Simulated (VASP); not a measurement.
# BP (F-43m) in VASP: a series of runs

Runs on BP. Level: r2SCAN0. Tasks: single point.

Everything below comes from runs of VASP 6.6.1. Logs are shortened: lines on timing, memory, paths and dates and some standing lists are left out, and cuts for length are marked.

## 1. The cell of the first run

It takes space group F-43m (No. 216, cubic). Conventional cell: a = 4.445 Å, b = 4.445 Å, c = 4.445 Å, α = 90.00°, β = 90.00°, γ = 90.00°. P (site symmetry -43m) has 4 B at 1.92 Å within 2.6 Å. Within 2.6 Å of B (site symmetry -43m) lie 4 P at 1.92 Å.

## 2. Single point, r2SCAN0

Contents of POSCAR:

```
BP
1.0
    0.0000000000      2.2226808807      2.2226808807
    2.2226808807      0.0000000000      2.2226808807
    2.2226808807      2.2226808807      0.0000000000
P B
1 1
Direct
    0.7500000000      0.7500000000      0.7500000000
    0.0000000000      0.0000000000      0.0000000000
```

Contents of INCAR.step1:

```
SYSTEM = BP
PREC = Accurate
ENCUT = 520
EDIFF = 1E-5
ISMEAR = -1
SIGMA = 0.05
LREAL = .False.
LASPH = .True.
NELM = 100
ALGO = Normal
ISIF = 2
LWAVE = .True.
LCHARG = .False.
NBANDS = 11
GGA = PE
```

Contents of INCAR.step2:

```
SYSTEM = BP
PREC = Accurate
ENCUT = 520
EDIFF = 1E-6
ISMEAR = -1
SIGMA = 0.05
LREAL = .False.
LASPH = .True.
NELM = 100
ALGO = Normal
ISIF = 2
LWAVE = .False.
LCHARG = .False.
METAGGA = R2SCAN
LHFCALC = .True.
AEXX = 0.25
LMIXTAU = .True.
PRECFOCK = Normal
NBANDS = 11
ISTART = 1
```

Contents of KPOINTS:

```
Automatic mesh
0
Gamma
  5 5 5
  0 0 0
```

Potentials or basis: VASP PAW PBE potentials, release 64 (P, B).

Started as:

```sh
cat potpaw_PBE.64/P/POTCAR potpaw_PBE.64/B/POTCAR > POTCAR
cp INCAR.step1 INCAR
mpirun -np 1 vasp_std > vasp.out
cp INCAR.step2 INCAR
mpirun -np 1 vasp_std > vasp.out
```

OUTCAR:

```text
SYSTEM = BP
   PREC = Accurate
   ENCUT = 520
   EDIFF = 1E-6
   ISMEAR = -1
   LREAL = .False.
   LASPH = .True.
   NELM = 100
   ISIF = 2
   METAGGA = R2SCAN
   LHFCALC = .True.
   AEXX = 0.25
   PRECFOCK = Normal
   ISTART = 1

 ion  position               nearest neighbor table
   1  0.750  0.750  0.750-   2 1.92   2 1.92   2 1.92   2 1.92
   2  0.000  0.000  0.000-   1 1.92   1 1.92   1 1.92   1 1.92

  LATTYP: Found a face centered cubic cell.
 ALAT       =     4.4453617614

  Lattice vectors:

 A1 = (   0.0000000000,   2.2226808807,   2.2226808807)
 A2 = (   2.2226808807,   0.0000000000,   2.2226808807)
 A3 = (   2.2226808807,   2.2226808807,   0.0000000000)

Analysis of symmetry for initial positions (statically):
=====================================================================
 Subroutine PRICEL returns:
 Original cell was already a primitive cell.

 Routine SETGRP: Setting up the symmetry group for a
 face centered cubic supercell.

 Subroutine GETGRP returns: Found 24 space group operations
 (whereof 24 operations were pure point group operations)
 out of a pool of 48 trial point group operations.

The static configuration has the point symmetry T_d .

Analysis of symmetry for dynamics (positions and initial velocities):
=====================================================================
 Subroutine PRICEL returns:
 Original cell was already a primitive cell.

 Routine SETGRP: Setting up the symmetry group for a
 face centered cubic supercell.

 Subroutine GETGRP returns: Found 24 space group operations
 (whereof 24 operations were pure point group operations)
 out of a pool of 48 trial point group operations.

The dynamic configuration has the point symmetry T_d .

 Subroutine INISYM returns: Found 24 space group operations
 (whereof 24 operations are pure point group operations),
 and found     1 'primitive' translations

----------------------------------------------------------------------------------------

                                     Primitive cell

  volume of cell :      21.9615

  direct lattice vectors                    reciprocal lattice vectors
     0.000000000  2.222680881  2.222680881    -0.224953570  0.224953570  0.224953570
     2.222680881  0.000000000  2.222680881     0.224953570 -0.224953570  0.224953570
     2.222680881  2.222680881  0.000000000     0.224953570  0.224953570 -0.224953570

  length of vectors
     3.143345446  3.143345446  3.143345446     0.389631013  0.389631013  0.389631013

  position of ions in fractional coordinates (direct lattice)
     0.750000000  0.750000000  0.750000000
     0.000000000  0.000000000  0.000000000

  ion indices of the primitive-cell ions
   primitive index   ion index
                 1           1
                 2           2

----------------------------------------------------------------------------------------

 KPOINTS: Automatic mesh

Automatic generation of k-mesh.
 Grid dimensions read from file:
 generate k-points for:    5    5    5

 Generating k-lattice:

  Cartesian coordinates                     Fractional coordinates (reciprocal lattice)
    -0.044990714  0.044990714  0.044990714     0.200000000  0.000000000  0.000000000
     0.044990714 -0.044990714  0.044990714     0.000000000  0.200000000  0.000000000
     0.044990714  0.044990714 -0.044990714     0.000000000  0.000000000  0.200000000

  Length of vectors
     0.077926203  0.077926203  0.077926203

  Shift w.r.t. Gamma in fractional coordinates (k-lattice)
     0.000000000  0.000000000  0.000000000

 Subroutine IBZKPT returns following result:
 ===========================================

 Found     10 irreducible k-points:

 Following reciprocal coordinates:
            Coordinates               Weight
  0.000000  0.000000  0.000000      1.000000
  0.200000  0.000000  0.000000      8.000000
  0.400000  0.000000  0.000000      8.000000
  0.200000  0.200000  0.000000      6.000000
  0.400000  0.200000  0.000000     24.000000
 -0.400000  0.200000  0.000000     24.000000
 -0.200000  0.200000  0.000000     12.000000
  0.400000  0.400000  0.000000      6.000000
 -0.400000  0.400000  0.000000     12.000000
 -0.400000  0.400000  0.200000     24.000000
   k-points           NKPTS =     10   k-points in BZ     NKDIM =    125   number of bands    NBANDS=     11
   number of dos      NEDOS =    301   number of ions     NIONS =      2
   total plane-waves  NPLWV =  13824
   dimension x,y,z NGX =    24 NGY =   24 NGZ =   24
   dimension x,y,z NGXF=    48 NGYF=   48 NGZF=   48
   ions per type =               1   1
   NGX,Y,Z   is equivalent  to a cutoff of  12.69, 12.69, 12.69 a.u.
   NGXF,Y,Z  is equivalent  to a cutoff of  25.39, 25.39, 25.39 a.u.
 SYSTEM =  BP
   PREC   = accura    normal or accurate (medium, high low for compatibility)
   ISTART =      1    job   : 0-new  1-cont  2-samecut
   ICHARG =      0    charge: 1-file 2-atom 10-const
   ISPIN  =      1    spin polarized calculation?
   LNONCOLLINEAR =      F non collinear calculations
   LSORBIT =      F    spin-orbit coupling
   LASPH  =      T    aspherical Exc in radial PAW
   ENCUT  =  520.0 eV  38.22 Ry    6.18 a.u.   5.84  5.84  5.84*2*pi/ulx,y,z
   NELM   =    100;   NELMIN=  2; NELMDL=  0     # of ELM steps
   EDIFF  = 0.1E-05   stopping-criterion for ELM
   LREAL  =      F    real-space projection
   EDIFFG = 0.1E-04   stopping-criterion for IOM
   NSW    =      0    number of steps for IOM
   IBRION =     -1    ionic relax: 0-MD 1-quasi-New 2-CG
   NFREE  =      0    steps in history (QN), initial steepest desc. (CG)
   ISIF   =      2    stress and relaxation
   ISYM   =      3    0-nonsym 1-usesym 2-fastsym
   POTIM  = 0.5000    time-step for ionic-motion
   TEBEG  =    0.0;   TEEND  =   0.0 temperature during run
   PSTRESS=    0.0 pullay stress
   NELECT =       8.0000    total number of electrons
   NUPDOWN=      -1.0000    fix difference up-down
   EMIN   =  10.00;   EMAX   =-10.00  energy-range for DOS
   EFERMI =   0.00;   METHOD = LEGACY
   ISMEAR =    -1;   SIGMA  =   0.05  broadening in eV -4-tet -1-fermi 0-gaus
   EFERMI_NEDOS =   21; number of points for ismear=-14 and -15
   IALGO  =     38    algorithm
   IMIX   =      1    mixing-type and parameters
     AMIX     =   0.40;   BMIX     =  1.00
     AMIX_MAG =   1.60;   BMIX_MAG =  1.00
  volume/ion in A,a.u.               =      10.98        74.10
  Fermi-wavevector in a.u.,A,eV,Ry     =   1.169188  2.209445 18.599175  1.367001
  Thomas-Fermi vector in A             =   2.305664
   LORBIT       =      0    0 simple, 1 ext, 2 COOP (PROOUT), +10 PAW based schemes
   METAGGA = R2SCAN    functional components
   LHFCALC =     T    Hartree Fock is set to
   PRECFOCK=normal    Normal, Fast or Accurate (Low or Medium for compatibility)
   ENCUT4O =  -1.0   cutoff for four orbital integrals eV
   NKREDX  =     1    reduce k-point grid by
   NKREDY  =     1    reduce k-point grid by
   NKREDZ  =     1    reduce k-point grid by
   AEXX    =    0.2500 exact exchange contribution
   HFSCREEN=    0.0000 screening length (either q_TF or 0.3 A-1)
   HFSCREENC=   0.0000 screening length for correlation (either q_TF or 0.3 A-1)
   ENCUTFOCK=  -1.0 apply spherical cutoff to Coloumb kernel
   IVDW    =     0    specifies the selected vdW correction
   LEPSILON=     F    determine dielectric tensor
   LRPA    =     F    only Hartree local field effects (RPA)
 non-spin polarized calculation
  energy-cutoff  :      520.00
  volume of cell :       21.96
 maximum number of plane-waves:       609
  NGX = 18; NGY = 18; NGZ = 18

 number of electron       8.0000000 magnetization

 Free energy of the ion-electron system (eV)
  ---------------------------------------------------
  ext. energy  EPLUGINS =         0.00000000
  ---------------------------------------------------
  free energy    TOTEN  =       -18.95014859 eV

  energy without entropy =      -18.95014859  energy(sigma->0) =      -18.95014859

 E-fermi :   8.4797     XC(G=0):  -9.1542

 val. band max:        7.3861535190   @ k =   0.0000   0.0000   0.0000
 cond. band min:      10.1327210133   @ k =   0.4000   0.4000   0.0000
 fundamental gap:      2.7465674943
 Fermi energy:         8.4796721486

 k-point     1 :       0.0000    0.0000    0.0000
  band No.  band energies     occupation
      1     -10.8749      2.00000
      2       7.3862      2.00000
      3       7.3862      2.00000
      4       7.3862      2.00000
      5      12.6862      0.00000
      6      12.6862      0.00000
      7      12.6862      0.00000
      8      18.2146      0.00000
      9      21.8109      0.00000
     10      22.1105      0.00000
     11      22.1105      0.00000

 k-point     2 :       0.2000    0.0000    0.0000
  band No.  band energies     occupation
      1     -10.0272      2.00000
      2       3.0996      2.00000
      3       6.3809      2.00000
      4       6.3809      2.00000
      5      13.6137      0.00000
      6      14.0058      0.00000
      7      14.0058      0.00000
      8      19.7669      0.00000
      9      20.6678      0.00000
     10      20.6678      0.00000
     11      23.4174      0.00000

 k-point     3 :       0.4000    0.0000    0.0000
  band No.  band energies     occupation
      1      -7.7064      2.00000
      2      -2.1993      2.00000
      3       5.4081      2.00000
      4       5.4081      2.00000
      5      13.5325      0.00000
      6      14.1810      0.00000
      7      14.1810      0.00000
      8      20.3211      0.00000
      9      23.4892      0.00000
     10      23.4892      0.00000
     11      25.0044      0.00000
[... 71 lines left out ...]
 k-point     9 :      -0.4000    0.4000    0.0000
  band No.  band energies     occupation
      1      -4.8218      2.00000
      2      -2.5944      2.00000
      3       0.3515      2.00000
      4       2.9054      2.00000
      5      10.8775      0.00000
      6      14.1354      0.00000
      7      21.0647      0.00000
      8      21.9220      0.00000
      9      23.3319      0.00000
     10      24.1076      0.00000
     11      29.9276      0.00000

 k-point    10 :      -0.4000    0.4000    0.2000
  band No.  band energies     occupation
      1      -5.7271      2.00000
      2      -1.5289      2.00000
      3       0.6201      2.00000
      4       2.2371      2.00000
      5      13.9770      0.00000
      6      15.1827      0.00000
      7      16.7543      0.00000
      8      21.1626      0.00000
      9      21.9839      0.00000
     10      25.3713      0.00000
     11      29.4903      0.00000

------------------------ aborting loop because EDIFF is reached ----------------------------------------

  FORCE on cell =-STRESS in cart. coord.  units (eV):
  Direction    XX          YY          ZZ          XY          YZ          ZX
  --------------------------------------------------------------------------------------
  -------------------------------------------------------------------------------------
  Total        1.2472782      1.2472782      1.2472782      0.0000000      0.0000000      0.0000000
  in kB       90.9939645     90.9939645     90.9939645      0.0000000      0.0000000      0.0000000
  external PRESSURE =      90.9939645 kB  Pullay stress =       0.0000000 kB

 VOLUME and BASIS-vectors are now :
 -----------------------------------------------------------------------------
  energy-cutoff  :      520.00
  volume of cell :       21.96
      direct lattice vectors                 reciprocal lattice vectors
     0.000000000  2.222680881  2.222680881    -0.224953570  0.224953570  0.224953570
     2.222680881  0.000000000  2.222680881     0.224953570 -0.224953570  0.224953570
     2.222680881  2.222680881  0.000000000     0.224953570  0.224953570 -0.224953570

 POSITION                                       TOTAL-FORCE (eV/Angst)
 -----------------------------------------------------------------------------------
      3.33402      3.33402      3.33402         0.000000      0.000000      0.000000
      0.00000      0.00000      0.00000        -0.000000     -0.000000     -0.000000
 -----------------------------------------------------------------------------------
    total drift:                               -0.000000     -0.000000     -0.000000

  FREE ENERGIE OF THE ION-ELECTRON SYSTEM (eV)
  ---------------------------------------------------
  free  energy   TOTEN  =       -18.9501485948 eV

  energy  without entropy=      -18.9501485948  energy(sigma->0) =      -18.95014859
```

It took 3.2 min on 1 thread of AMD EPYC 7R43 (Zen 3), shared host; peak memory 0.1 GiB.

Results:

```yaml
Free_energy: -18.9501 eV
Pressure: 9.1 GPa
Band_gap_on_the_k_mesh: 2.75 eV, indirect (least direct gap 5.30 eV)
```

Caveat: the k points lie up to 0.49 Å⁻¹ apart; the PAW data sets were made with another functional, which shifts forces and pressure a little. A k mesh can miss the band edges.

## 3. Single point, r2SCAN0

This run uses another cell than the first one, of 11.21 Å³/atom, 1.021 times its volume.

Contents of POSCAR:

```
BP
1.0
    0.0000000000      2.2383340787      2.2383340787
    2.2383340787      0.0000000000      2.2383340787
    2.2383340787      2.2383340787      0.0000000000
P B
1 1
Direct
    0.7500000000      0.7500000000      0.7500000000
    0.0000000000      0.0000000000      0.0000000000
```

Contents of INCAR.step1:

```
ALGO     = Normal         # electronic algorithm
EDIFF    = 1E-5           # SCF threshold, eV
ENCUT    = 520            # plane-wave cutoff, eV
GGA      = PE             # functional
ISIF     = 2              # what is computed and relaxed
ISMEAR   = -1             # smearing method
LASPH    = T              # aspherical terms in the spheres
LCHARG   = F              # write CHGCAR
LREAL    = F              # projectors in reciprocal space
LWAVE    = T              # write WAVECAR
NBANDS   = 11             # bands
NELM     = 80             # most SCF steps
PREC     = Accurate       # precision mode
SIGMA    = 0.05           # smearing width, eV
```

Contents of INCAR.step2:

```
AEXX     = 0.25           # exact-exchange fraction
ALGO     = Normal         # electronic algorithm
EDIFF    = 1E-7           # SCF threshold, eV
ENCUT    = 520            # plane-wave cutoff, eV
ISIF     = 2              # what is computed and relaxed
ISMEAR   = -1             # smearing method
ISTART   = 1            
LASPH    = T              # aspherical terms in the spheres
LCHARG   = F              # write CHGCAR
LHFCALC  = T              # exact exchange
LMIXTAU  = T            
LREAL    = F              # projectors in reciprocal space
LWAVE    = F              # write WAVECAR
METAGGA  = R2SCAN         # meta-GGA
NBANDS   = 11             # bands
NELM     = 80             # most SCF steps
PREC     = Accurate       # precision mode
PRECFOCK = Normal       
SIGMA    = 0.05           # smearing width, eV
```

Contents of KPOINTS:

```
k-points
0
Gamma
  5 5 5
```

Potentials or basis: VASP PAW PBE potentials, release 64 (P, B).

Started as:

```sh
cat potpaw_PBE.64/P/POTCAR potpaw_PBE.64/B/POTCAR > POTCAR
cp INCAR.step1 INCAR
mpirun -np 1 vasp_std > vasp.out
cp INCAR.step2 INCAR
mpirun -np 1 vasp_std > vasp.out
```

OUTCAR:

```text
AEXX = 0.25
   EDIFF = 1E-7
   ENCUT = 520
   ISIF = 2
   ISMEAR = -1
   ISTART = 1
   LASPH = T
   LHFCALC = T
   LREAL = F
   METAGGA = R2SCAN
   NELM = 80
   PREC = Accurate
   PRECFOCK = Normal

 ion  position               nearest neighbor table
   1  0.750  0.750  0.750-   2 1.94   2 1.94   2 1.94   2 1.94
   2  0.000  0.000  0.000-   1 1.94   1 1.94   1 1.94   1 1.94

  LATTYP: Found a face centered cubic cell.
 ALAT       =     4.4766681574

  Lattice vectors:

[... 316 lines left out ...]

------------------------ aborting loop because EDIFF is reached ----------------------------------------

  FORCE on cell =-STRESS in cart. coord.  units (eV):
  Direction    XX          YY          ZZ          XY          YZ          ZX
  --------------------------------------------------------------------------------------
  -------------------------------------------------------------------------------------
  Total        0.6731522      0.6731522      0.6731522      0.0000000      0.0000000      0.0000000
  in kB       48.0860538     48.0860538     48.0860538      0.0000000      0.0000000      0.0000000
  external PRESSURE =      48.0860538 kB  Pullay stress =       0.0000000 kB

 VOLUME and BASIS-vectors are now :
 -----------------------------------------------------------------------------
  energy-cutoff  :      520.00
  volume of cell :       22.43
      direct lattice vectors                 reciprocal lattice vectors
     0.000000000  2.238334079  2.238334079    -0.223380417  0.223380417  0.223380417
     2.238334079  0.000000000  2.238334079     0.223380417 -0.223380417  0.223380417
     2.238334079  2.238334079  0.000000000     0.223380417  0.223380417 -0.223380417

 POSITION                                       TOTAL-FORCE (eV/Angst)
 -----------------------------------------------------------------------------------
      3.35750      3.35750      3.35750         0.000000      0.000000      0.000000
      0.00000      0.00000      0.00000        -0.000000     -0.000000     -0.000000
 -----------------------------------------------------------------------------------
    total drift:                               -0.000000     -0.000000     -0.000000

  FREE ENERGIE OF THE ION-ELECTRON SYSTEM (eV)
  ---------------------------------------------------
  free  energy   TOTEN  =       -18.9705753794 eV

  energy  without entropy=      -18.9705753794  energy(sigma->0) =      -18.97057538
```

OUTCAR.step1:

```text
EDIFF = 1E-5
   ENCUT = 520
   GGA = PE
   ISIF = 2
   ISMEAR = -1
[... 343 lines left out ...]
 -----------------------------------------------------------------------------------
      3.35750      3.35750      3.35750        -0.000000     -0.000000     -0.000000
      0.00000      0.00000      0.00000         0.000000      0.000000      0.000000
 -----------------------------------------------------------------------------------
    total drift:                               -0.000000     -0.000000     -0.000000

  FREE ENERGIE OF THE ION-ELECTRON SYSTEM (eV)
  ---------------------------------------------------
  free  energy   TOTEN  =       -12.8493611583 eV

  energy  without entropy=      -12.8493604728  energy(sigma->0) =      -12.84936082
```

Wall time 3.7 min (1 thread of AMD EPYC 7R43 (Zen 3), shared host); peak memory 0.11 GiB.

What came out:

```yaml
Free_energy: -18.9706 eV
Pressure: 4.8 GPa
Band_gap_on_the_k_mesh: 2.77 eV, indirect (least direct gap 5.26 eV)
```

Levels at points of the mesh, in eV from the valence-band top:
| k point | band 1 | band 2 | band 3 | band 4 | band 5 | band 6 | band 7 | band 8 |
| --- | --- | --- | --- | --- | --- | --- | --- | --- |
| (0.00, 0.00, 0.00) | -18.05 | 0.00 | 0.00 | 0.00 | 5.26 | 5.26 | 5.26 | 10.47 |

Caveat: the k points lie up to 0.49 Å⁻¹ apart; the PAW data sets were made with another functional, which shifts forces and pressure a little.
